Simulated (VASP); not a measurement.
The system is Re.

```
Re
1.0
     2.76639    0.00000    0.00000
    -1.38319    2.39576    0.00000
     0.00000    0.00000    8.93885
Re
4
Direct
  0.66667 0.33333 0.75000
  0.00000 0.00000 0.50000
  0.33333 0.66667 0.25000
  0.00000 0.00000 0.00000
```

| Property | Result |
| --- | --- |
| Program | VASP 6.6.1 |
| Task | relaxation of cell and atoms |
| Functional | PBEsol |
| Potentials or basis | VASP PAW PBE potentials, release 64 (Re) |
| Cutoff | 600 eV |
| k mesh | 8 × 8 × 3 |
| Occupations | fermi-dirac, width 0.05 eV |
| Spin | no spin polarisation |

At the start: pressure -6.5 GPa; volume 14.81 Å³/atom.

**Question.** How do energy, volume and symmetry change on relaxing?

**Answer.** Over 7 steps the energy falls by 5.2 meV/atom and the volume is 14.56 Å³/atom (-1.7 %); space group P6_3/mmc (No. 194, to 0.1 Å) before and after.

The path:
```
step  energy change (eV)  largest force (eV/Å)  pressure (GPa)  volume (Å³)
   1              0.0000                0.0000           -6.47        59.24
   2              0.3671                0.0000           33.18        54.26
   3             -0.0205                0.0000           -0.17        58.28
   4             -0.0206                0.0000           -0.04        58.26
   5             -0.0206                0.0000            0.07        58.24
   6             -0.0205                0.0000            0.07        58.24
   7             -0.0207                0.0000            0.10        58.24
```

Final structure:
```
Re
1.0
     2.75278    0.00000    0.00000
    -1.37639    2.38398    0.00000
     0.00000    0.00000    8.87450
Re
4
Direct
  0.66667 0.33333 0.75000
  0.00000 0.00000 0.50000
  0.33333 0.66667 0.25000
  0.00000 0.00000 0.00000
```

Caveat: the PAW data sets were made with another functional, which shifts forces and pressure a little.
